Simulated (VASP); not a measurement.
# SnSe2 (P-3m1) in VASP: a series of runs

The runs below take SnSe2 through single point, with r2SCAN.

All numbers are computed with VASP 6.6.1; they aren't measurements. Logs are shortened: lines on timing, memory, paths and dates and some standing lists are left out, and cuts for length are marked.

## Step 1: The cell of the first run

The structure is trigonal, space group P-3m1 (No. 164). The conventional cell has a = 4.137 Å, b = 4.137 Å, c = 5.622 Å, α = 90.00°, β = 90.00°, γ = 120.00°. Within 3.6 Å of Sn (site symmetry -3m) lie 6 Se at 2.75 Å. Within 3.8 Å of Se (site symmetry 3m) lie 3 Sn at 2.75 Å and 6 Se at 3.61 to 3.76 Å.

## Step 2: Single point, r2SCAN

POSCAR

```
SnSe2
1.0
    4.1371260851      0.0000000000      0.0000000000
   -2.0685630426      3.5828562883      0.0000000000
    0.0000000000      0.0000000000      5.6216115630
Sn Se
1 2
Direct
    0.0000000000      0.0000000000      0.0000000000
    0.3333333333      0.6666666667      0.2412719747
    0.6666666667      0.3333333333      0.7587280253
```

INCAR.step1

```
SYSTEM = SnSe2
ALGO = Normal ; EDIFF = 1E-4
ENCUT = 520 ; GGA = PE
ISMEAR = 0 ; LASPH = .TRUE.
LCHARG = .FALSE. ; LREAL = .FALSE.
LWAVE = .TRUE. ; NBANDS = 20
NELM = 100 ; PREC = Accurate
SIGMA = 0.05
```

INCAR.step2

```
SYSTEM = SnSe2
ALGO = Normal ; EDIFF = 1E-6
ENCUT = 520 ; ISIF = 2
ISMEAR = 0 ; ISTART = 1
LASPH = .TRUE. ; LCHARG = .FALSE.
LMIXTAU = .TRUE. ; LREAL = .FALSE.
LWAVE = .FALSE. ; METAGGA = R2SCAN
NBANDS = 20 ; NELM = 100
PREC = Accurate ; SIGMA = 0.05
```

KPOINTS

```
k-points
0
G
  12 12 6
  0 0 0
```

Potentials or basis: VASP PAW PBE potentials, release 64 (Sn_d, Se).

The run is started by

```
> cat potpaw_PBE.64/Sn_d/POTCAR potpaw_PBE.64/Se/POTCAR > POTCAR
> cp INCAR.step1 INCAR
> mpirun -np 1 vasp_std > vasp.out
> cp INCAR.step2 INCAR
> mpirun -np 1 vasp_std > vasp.out
```

OUTCAR:

```text
SYSTEM = SnSe2
   EDIFF = 1E-6
   ENCUT = 520
   ISIF = 2
   ISMEAR = 0
   ISTART = 1
   LASPH = .TRUE.
   LREAL = .FALSE.
   METAGGA = R2SCAN
   NELM = 100
   PREC = Accurate

 ion  position               nearest neighbor table
   1  0.000  0.000  0.000-   2 2.75   3 2.75   2 2.75   3 2.75   3 2.75   2 2.75
   2  0.333  0.667  0.241-   1 2.75   1 2.75   1 2.75
   3  0.667  0.333  0.759-   1 2.75   1 2.75   1 2.75

  LATTYP: Found a hexagonal cell.
 ALAT       =     4.1371260851
 C/A-ratio  =     1.3588204583

  Lattice vectors:

 A1 = (   4.1371260851,   0.0000000000,   0.0000000000)
 A2 = (  -2.0685630426,   3.5828562883,   0.0000000000)
 A3 = (   0.0000000000,   0.0000000000,   5.6216115630)

Analysis of symmetry for initial positions (statically):
=====================================================================
 Subroutine PRICEL returns:
 Original cell was already a primitive cell.

 Routine SETGRP: Setting up the symmetry group for a
 hexagonal supercell.

 Subroutine GETGRP returns: Found 12 space group operations
 (whereof 12 operations were pure point group operations)
 out of a pool of 24 trial point group operations.

The static configuration has the point symmetry D_3d.

Analysis of symmetry for dynamics (positions and initial velocities):
=====================================================================
 Subroutine PRICEL returns:
 Original cell was already a primitive cell.

 Routine SETGRP: Setting up the symmetry group for a
 hexagonal supercell.

 Subroutine GETGRP returns: Found 12 space group operations
 (whereof 12 operations were pure point group operations)
 out of a pool of 24 trial point group operations.

The dynamic configuration has the point symmetry D_3d.

 Subroutine INISYM returns: Found 12 space group operations
 (whereof 12 operations are pure point group operations),
 and found     1 'primitive' translations

----------------------------------------------------------------------------------------

                                     Primitive cell

  volume of cell :      83.3276

  direct lattice vectors                    reciprocal lattice vectors
     4.137126085  0.000000000  0.000000000     0.241713687  0.139553462  0.000000000
    -2.068563043  3.582856288  0.000000000     0.000000000  0.279106925  0.000000000
     0.000000000  0.000000000  5.621611563     0.000000000  0.000000000  0.177884934

  length of vectors
     4.137126085  4.137126085  5.621611563     0.279106925  0.279106925  0.177884934

  position of ions in fractional coordinates (direct lattice)
     0.000000000  0.000000000  0.000000000
     0.333333333  0.666666667  0.241271975
     0.666666667  0.333333333  0.758728025

  ion indices of the primitive-cell ions
   primitive index   ion index
                 1           1
                 2           2
                 3           3

----------------------------------------------------------------------------------------

 KPOINTS: k-points

Automatic generation of k-mesh.
 Grid dimensions read from file:
 generate k-points for:   12   12    6

 Generating k-lattice:

  Cartesian coordinates                     Fractional coordinates (reciprocal lattice)
     0.020142807  0.011629455  0.000000000     0.083333333  0.000000000  0.000000000
     0.000000000  0.023258910  0.000000000     0.000000000  0.083333333  0.000000000
     0.000000000  0.000000000  0.029647489     0.000000000  0.000000000  0.166666667

  Length of vectors
     0.023258910  0.023258910  0.029647489

  Shift w.r.t. Gamma in fractional coordinates (k-lattice)
     0.000000000  0.000000000  0.000000000

 Subroutine IBZKPT returns following result:
 ===========================================

 Found    100 irreducible k-points:

 Following reciprocal coordinates:
            Coordinates               Weight
  0.000000  0.000000  0.000000      1.000000
  0.083333  0.000000  0.000000      6.000000
  0.166667  0.000000  0.000000      6.000000
  0.250000  0.000000  0.000000      6.000000
  0.333333  0.000000  0.000000      6.000000
  0.416667  0.000000  0.000000      6.000000
[... 16 lines left out ...]
  0.166667  0.000000  0.166667      6.000000
  0.000000  0.166667  0.166667      6.000000
 [... further k-points ...]
   k-points           NKPTS =    100   k-points in BZ     NKDIM =    100   number of bands    NBANDS=     20
   number of dos      NEDOS =    301   number of ions     NIONS =      3
   total plane-waves  NPLWV =  43008
   dimension x,y,z NGX =    32 NGY =   32 NGZ =   42
   dimension x,y,z NGXF=    64 NGYF=   64 NGZF=   84
   ions per type =               1   2
   NGX,Y,Z   is equivalent  to a cutoff of  12.86, 12.86, 12.42 a.u.
   NGXF,Y,Z  is equivalent  to a cutoff of  25.72, 25.72, 24.84 a.u.
 SYSTEM =  SnSe2
   PREC   = accura    normal or accurate (medium, high low for compatibility)
   ISTART =      1    job   : 0-new  1-cont  2-samecut
   ICHARG =      0    charge: 1-file 2-atom 10-const
   ISPIN  =      1    spin polarized calculation?
   LNONCOLLINEAR =      F non collinear calculations
   LSORBIT =      F    spin-orbit coupling
   LASPH  =      T    aspherical Exc in radial PAW
   ENCUT  =  520.0 eV  38.22 Ry    6.18 a.u.   7.69  7.69 10.45*2*pi/ulx,y,z
   NELM   =    100;   NELMIN=  2; NELMDL=  0     # of ELM steps
   EDIFF  = 0.1E-05   stopping-criterion for ELM
   LREAL  =      F    real-space projection
   EDIFFG = 0.1E-04   stopping-criterion for IOM
   NSW    =      0    number of steps for IOM
   IBRION =     -1    ionic relax: 0-MD 1-quasi-New 2-CG
   NFREE  =      0    steps in history (QN), initial steepest desc. (CG)
   ISIF   =      2    stress and relaxation
   ISYM   =      2    0-nonsym 1-usesym 2-fastsym
   POTIM  = 0.5000    time-step for ionic-motion
   TEBEG  =    0.0;   TEEND  =   0.0 temperature during run
   PSTRESS=    0.0 pullay stress
   NELECT =      26.0000    total number of electrons
   NUPDOWN=      -1.0000    fix difference up-down
   EMIN   =  10.00;   EMAX   =-10.00  energy-range for DOS
   EFERMI =   0.00;   METHOD = LEGACY
   ISMEAR =     0;   SIGMA  =   0.05  broadening in eV -4-tet -1-fermi 0-gaus
   EFERMI_NEDOS =   21; number of points for ismear=-14 and -15
   IALGO  =     38    algorithm
   IMIX   =      4    mixing-type and parameters
     AMIX     =   0.40;   BMIX     =  1.00
     AMIX_MAG =   1.60;   BMIX_MAG =  1.00
  volume/ion in A,a.u.               =      27.78       187.44
  Fermi-wavevector in a.u.,A,eV,Ry     =   1.110375  2.098304 16.775063  1.232932
  Thomas-Fermi vector in A             =   2.246926
   LORBIT       =      0    0 simple, 1 ext, 2 COOP (PROOUT), +10 PAW based schemes
   METAGGA = R2SCAN    functional components
   LHFCALC =     F    Hartree Fock is set to
   AEXX    =    0.0000 exact exchange contribution
   IVDW    =     0    specifies the selected vdW correction
   LEPSILON=     F    determine dielectric tensor
   LRPA    =     F    only Hartree local field effects (RPA)
 non-spin polarized calculation
 Gauss-broadening in eV      SIGMA  =   0.05
  energy-cutoff  :      520.00
  volume of cell :       83.33
 maximum number of plane-waves:      2288
 NGX is ok and might be reduce to    32

 number of electron      26.0000010 magnetization

 Free energy of the ion-electron system (eV)
  ---------------------------------------------------
  ext. energy  EPLUGINS =         0.00000000
  ---------------------------------------------------
  free energy    TOTEN  =       -54.23698379 eV

  energy without entropy =      -54.23663419  energy(sigma->0) =      -54.23680899

 E-fermi :   3.9243     XC(G=0):  -9.6603

 val. band max:        3.9056709363   @ k =   0.0833   0.0000   0.0000
 cond. band min:       3.9442717702   @ k =   0.0833   0.0000   0.0000
 fundamental gap:      0.0386008339
 Fermi energy:         3.9243298349

 k-point     1 :       0.0000    0.0000    0.0000
  band No.  band energies     occupation
      1     -18.7832      2.00000
      2     -18.7832      2.00000
      3     -18.7653      2.00000
      4     -18.7244      2.00000
      5     -18.7243      2.00000
      6     -10.8308      2.00000
[... 12 lines left out ...]
     19      12.2516      0.00000
     20      12.2516      0.00000

 k-point     2 :       0.0833    0.0000    0.0000
  band No.  band energies     occupation
      1     -18.7858      2.00000
      2     -18.7829      2.00000
      3     -18.7642      2.00000
      4     -18.7246      2.00000
      5     -18.7233      2.00000
      6     -10.7740      2.00000
[... 12 lines left out ...]
     19      12.3167      0.00000
     20      12.3799      0.00000

 k-point     3 :       0.1667    0.0000    0.0000
  band No.  band energies     occupation
      1     -18.7929      2.00000
      2     -18.7820      2.00000
      3     -18.7612      2.00000
      4     -18.7251      2.00000
      5     -18.7201      2.00000
      6     -10.6074      2.00000
[... 12 lines left out ...]
     19      11.8768      0.00000
     20      12.3907      0.00000

 k-point     4 :       0.2500    0.0000    0.0000
  band No.  band energies     occupation
      1     -18.8027      2.00000
      2     -18.7812      2.00000
      3     -18.7573      2.00000
      4     -18.7256      2.00000
      5     -18.7154      2.00000
      6     -10.3438      2.00000
[... 12 lines left out ...]
     19      11.2508      0.00000
     20      12.5102      0.00000

 k-point     5 :       0.3333    0.0000    0.0000
  band No.  band energies     occupation
      1     -18.8125      2.00000
      2     -18.7808      2.00000
      3     -18.7540      2.00000
      4     -18.7255      2.00000
      5     -18.7103      2.00000
      6     -10.0120      2.00000
[... 12 lines left out ...]
     19      11.4217      0.00000
     20      12.9803      0.00000
[... 353 lines left out ...]
      6     -10.7241      2.00000
[... 12 lines left out ...]
     19      12.2154      0.00000
     20      12.6408      0.00000

 k-point    22 :       0.0000    0.0833    0.1667
  band No.  band energies     occupation
      1     -18.7858      2.00000
      2     -18.7829      2.00000
      3     -18.7641      2.00000
      4     -18.7246      2.00000
      5     -18.7233      2.00000
      6     -10.7241      2.00000
[... 12 lines left out ...]
     19      11.8687      0.00000
     20      12.5131      0.00000

 k-point    23 :       0.1667    0.0000    0.1667
  band No.  band energies     occupation
      1     -18.7930      2.00000
      2     -18.7821      2.00000
      3     -18.7611      2.00000
      4     -18.7251      2.00000
      5     -18.7201      2.00000
      6     -10.5591      2.00000
[... 12 lines left out ...]
     19      12.2918      0.00000
     20      12.6894      0.00000

 k-point    24 :       0.0000    0.1667    0.1667
  band No.  band energies     occupation
      1     -18.7930      2.00000
      2     -18.7821      2.00000
      3     -18.7611      2.00000
      4     -18.7252      2.00000
      5     -18.7201      2.00000
      6     -10.5589      2.00000
[... 12 lines left out ...]
     19      11.9450      0.00000
     20      12.1961      0.00000

 [... further k-points ...]

------------------------ aborting loop because EDIFF is reached ----------------------------------------

  FORCE on cell =-STRESS in cart. coord.  units (eV):
  Direction    XX          YY          ZZ          XY          YZ          ZX
  --------------------------------------------------------------------------------------
  -------------------------------------------------------------------------------------
  Total       -1.9366032     -1.9366032      2.3266347      0.0000000     -0.0000000      0.0000000
  in kB      -37.2359336    -37.2359336     44.7352427      0.0000000     -0.0000000      0.0000000
  external PRESSURE =      -9.9122082 kB  Pullay stress =       0.0000000 kB

 VOLUME and BASIS-vectors are now :
 -----------------------------------------------------------------------------
  energy-cutoff  :      520.00
  volume of cell :       83.33
      direct lattice vectors                 reciprocal lattice vectors
     4.137126085  0.000000000  0.000000000     0.241713687  0.139553462  0.000000000
    -2.068563043  3.582856288  0.000000000     0.000000000  0.279106925  0.000000000
     0.000000000  0.000000000  5.621611563     0.000000000  0.000000000  0.177884934

 POSITION                                       TOTAL-FORCE (eV/Angst)
 -----------------------------------------------------------------------------------
      0.00000      0.00000      0.00000        -0.000000      0.000000      0.000000
     -0.00000      2.38857      1.35634         0.000000      0.000000      0.823142
      2.06856      1.19429      4.26527         0.000000      0.000000     -0.823142
 -----------------------------------------------------------------------------------
    total drift:                                0.000000     -0.000000     -0.000000

  FREE ENERGIE OF THE ION-ELECTRON SYSTEM (eV)
  ---------------------------------------------------
  free  energy   TOTEN  =       -54.2369837865 eV

  energy  without entropy=      -54.2366341939  energy(sigma->0) =      -54.23680899
```

It took 4.3 min on 1 thread of Intel Xeon Platinum 8488C (Sapphire Rapids), shared host; peak memory 0.32 GiB.

What came out:

```
Free energy            : -54.2370 eV
Pressure               : -1.0 GPa
Largest force          : 0.823 eV/Å
Band gap on the k mesh : 0.04 eV
```

Forces in eV/Å, atoms in the order of the input:
```
Sn   0.000  0.000  0.000
Se   0.000  0.000  0.823
Se   0.000  0.000 -0.823
```

Levels at points of the mesh, in eV from the valence-band top:
| k point | band 11 | band 12 | band 13 | band 14 | band 15 | band 16 |
| --- | --- | --- | --- | --- | --- | --- |
| (0.00, 0.00, 0.00) | -1.83 | -1.83 | -0.61 | 0.07 | 1.69 | 3.77 |
| (0.50, 0.00, 0.00) | -3.01 | -1.42 | -1.06 | 0.38 | 3.27 | 5.16 |
| (0.00, 0.00, 0.50) | -2.02 | -1.61 | -1.61 | 0.74 | 1.80 | 3.29 |
| (0.50, 0.00, 0.50) | -2.00 | -1.62 | -1.60 | 0.90 | 3.74 | 5.75 |

Caveat: the stress differs along the axes, from -4 to 4 GPa; semilocal functionals underestimate gaps, and a narrow one can read as zero; the PAW data sets were made with another functional, which shifts forces and pressure a little; spin-orbit coupling is left out, which moves the levels of the heavy elements.

## Step 3: Single point, r2SCAN

This run uses another cell than the first one, of the same volume but with other edges.

POSCAR

```
SnSe2
1.0
    3.5189597693      0.0000000000      0.0000000000
   -1.7594798846      3.0475085551      0.0000000000
    0.0000000000      0.0000000000      7.7701561054
Sn Se
1 2
Direct
    0.0000000000      0.0000000000      0.0000000000
    0.3333333333      0.6666666667      0.2412719747
    0.6666666667      0.3333333333      0.7587280253
```

INCAR.step1

```
SYSTEM = SnSe2
PREC = Accurate
ENCUT = 520
ISMEAR = 0
SIGMA = 0.05
LREAL = .FALSE.
LASPH = .TRUE.
NELM = 60
NBANDS = 20
GGA = PE
ALGO = Normal
EDIFF = 1E-4
LWAVE = .TRUE.
LCHARG = .FALSE.
```

INCAR.step2

```
SYSTEM = SnSe2
PREC = Accurate
ENCUT = 520
EDIFF = 1E-6
ISMEAR = 0
SIGMA = 0.05
LREAL = .FALSE.
LASPH = .TRUE.
NELM = 60
ALGO = Normal
ISIF = 2
LWAVE = .FALSE.
LCHARG = .FALSE.
METAGGA = R2SCAN
LMIXTAU = .TRUE.
NBANDS = 20
ISTART = 1
```

KPOINTS

```
regular mesh
0
G
  12 12 6
  0 0 0
```

Potentials or basis: VASP PAW PBE potentials, release 64 (Sn_d, Se).

The run is started by

```
> cat potpaw_PBE.64/Sn_d/POTCAR potpaw_PBE.64/Se/POTCAR > POTCAR
> cp INCAR.step1 INCAR
> mpirun -np 1 vasp_std > vasp.out
> cp INCAR.step2 INCAR
> mpirun -np 1 vasp_std > vasp.out
```

Wall time 7.3 min (1 thread of Intel Xeon Platinum 8488C (Sapphire Rapids), shared host); peak memory 0.33 GiB.

It converged, with:

```yaml
Free_energy: -53.6183 eV
Pressure: 1.8 GPa
Largest_force: 1.747 eV/Å
Band_gap_on_the_k_mesh: zero (bands 13 and 14 overlap by 0.54 eV)
```

Forces on the atoms (eV/Å):
```
Sn   0.000  0.000  0.000
Se   0.000  0.000 -1.747
Se   0.000  0.000  1.747
```

Stress tensor (GPa, compression positive):
```
  9.38   0.00   0.00
  0.00   9.38   0.00
  0.00   0.00 -13.50
```

Levels at points of the mesh, in eV from the Fermi level:
```csv
k point,band 10,band 11,band 12,band 13,band 14,band 15,band 16,band 17
"(0.00, 0.00, 0.00)",-0.12,-0.12,0.14,0.14,0.64,4.62,5.48,5.48
"(0.50, 0.00, 0.00)",-4.10,-2.52,-2.06,-0.74,0.04,2.99,4.10,4.93
"(0.00, 0.00, 0.50)",-0.14,-0.14,0.16,0.16,1.97,4.29,5.45,5.45
"(0.50, 0.00, 0.50)",-3.86,-2.32,-2.03,-0.81,-0.38,2.47,4.32,5.07
```

Caveat: the stress differs along the axes, from -13 to 9 GPa; semilocal functionals underestimate gaps, and a narrow one can read as zero; the PAW data sets were made with another functional, which shifts forces and pressure a little; spin-orbit coupling is left out, which moves the levels of the heavy elements.
